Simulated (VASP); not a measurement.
Wanted: the native input for a VASP 6.6.1 run.

| Item | Value |
| --- | --- |
| Task | single point |
| Functional | PBE |
| Potentials or basis | VASP PAW PBE potentials, release 64 (Hf_pv, O) |
| Cutoff | 520 eV |
| k mesh | 8 × 8 × 8 |
| Occupations | gaussian, width 0.05 eV |
| Spin | no spin polarisation |
| Dipole correction | no |
| Further INCAR settings | ALGO = Normal; EDIFF = 1e-07; NBANDS = 18 |

The structure of HfO2 lies in POSCAR:

```
HfO2
1.0
    0.0000000000      2.5575000000      2.5575000000
    2.7493125000      0.0000000000      2.5575000000
    2.7493125000      2.5575000000      0.0000000000
Hf O
1 2
Direct
    0.0000000000      0.0000000000      0.0000000000
    0.2500000000      0.2500000000      0.2500000000
    0.7500000000      0.7500000000      0.7500000000
```

This cell differs from its parent crystal: strain +0.0750 x Voigt [1, 0, 0, 0, 0, 0].

The input as run:

INCAR

```
PREC = Accurate
ENCUT = 520
EDIFF = 1E-7
ISMEAR = 0
SIGMA = 0.05
LREAL = F
LASPH = T
NELM = 60
ALGO = Normal
ISIF = 2
LWAVE = F
LCHARG = F
GGA = PE
NBANDS = 18
```

KPOINTS

```
regular mesh
0
Gamma
  8 8 8
```

Potentials or basis: VASP PAW PBE potentials, release 64 (Hf_pv, O).

Launch:

```sh
$ cat potpaw_PBE.64/Hf_pv/POTCAR potpaw_PBE.64/O/POTCAR > POTCAR
$ mpirun -np 1 vasp_std > vasp.out
```

Results of the run:

```json
{"Pressure": "-19.7 GPa", "Band gap on the k mesh": "2.77 eV, indirect (least direct gap 3.06 eV)"}
```

Caveat: the cell differs from its parent crystal (strain +0.0750 x Voigt [1, 0, 0, 0, 0, 0]); spin-orbit coupling is left out, which moves the levels of the heavy elements.

It took 17 s on 1 thread of Intel(R) Xeon(R) 6975P-C (Granite Rapids), on a shared host, peak memory 0.18 GiB.
